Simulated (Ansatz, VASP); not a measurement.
One calculation of Fe, two programs

```xyz
1
Lattice="-1.3100 1.3100 1.5212 1.3100 -1.3100 1.5212 1.3100 1.3100 -1.5212" Properties=species:S:1:pos:R:3 pbc="T T T"
Fe    0.0000    0.0000    0.0000
```

Alike in both runs: task single point; functional PBE; k mesh 12 × 12 × 12; occupations gaussian, width 0.15 eV; collinear spin.

|  | VASP | Ansatz |
| --- | --- | --- |
| version | VASP 6.6.1 | Ansatz 0.2.0 |
| potentials or method | VASP PAW PBE potentials, release 64 (Fe), cutoff 520 eV | scalar-relativistic, plane waves, PAW |
| valence electrons in the cell | 8 | 16 |

|  | VASP | Ansatz | Ansatz less VASP |
| --- | --- | --- | --- |
| gap on the k mesh at the Fermi level (eV) | none | none | - |
| pressure (GPa) | 21.7 | 22.0 | +0.30 |
| traceless stress, the component that is largest in VASP (GPa) | -11.40 | -11.43 | -0.033 |
| net moment per atom (μB) | 2.08 | 2.07 | -0.016 |
| size of the moment on the site where the two differ most (μB) | 2.06 | 2.09 | +0.028 |

Site moments also hang on the region over which each program counts them. A gap of «none» marks a metal or a gap that the smearing closes. With one functional, cell and mesh, what is left measures potentials, basis and numerics. VASP's potentials hold 8 valence electrons a cell and Ansatz's 16, so a difference there can come from the potentials and not from the codes.
